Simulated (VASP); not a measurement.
A run of VASP 6.6.1 is set up as follows.

INCAR

```
  PREC = Accurate
  ENCUT = 520
  EDIFF = 1E-7
  ISMEAR = -1
  SIGMA = 0.1
  LREAL = F
  LASPH = T
  NELM = 60
  ALGO = Normal
  ISIF = 2
  LWAVE = F
  LCHARG = F
  GGA = PE
  NBANDS = 10
```

KPOINTS

```
Automatic mesh
0
Gamma
  6 6 6
```

POSCAR

```
Cs
1.0
   -3.0771709509      3.0771709509      3.0771709509
    3.0771709509     -3.0771709509      3.0771709509
    3.0771709509      3.0771709509     -3.0771709509
Cs
1
Direct
    0.0000000000      0.0000000000      0.0000000000
```

Potentials or basis: VASP PAW PBE potentials, release 64 (Cs_sv).

Command:

```sh
$ cat potpaw_PBE.64/Cs_sv/POTCAR > POTCAR
$ mpirun -np 1 vasp_std > vasp.out
```

Question: What does it give for the pressure?

Answer: 0.0 GPa.
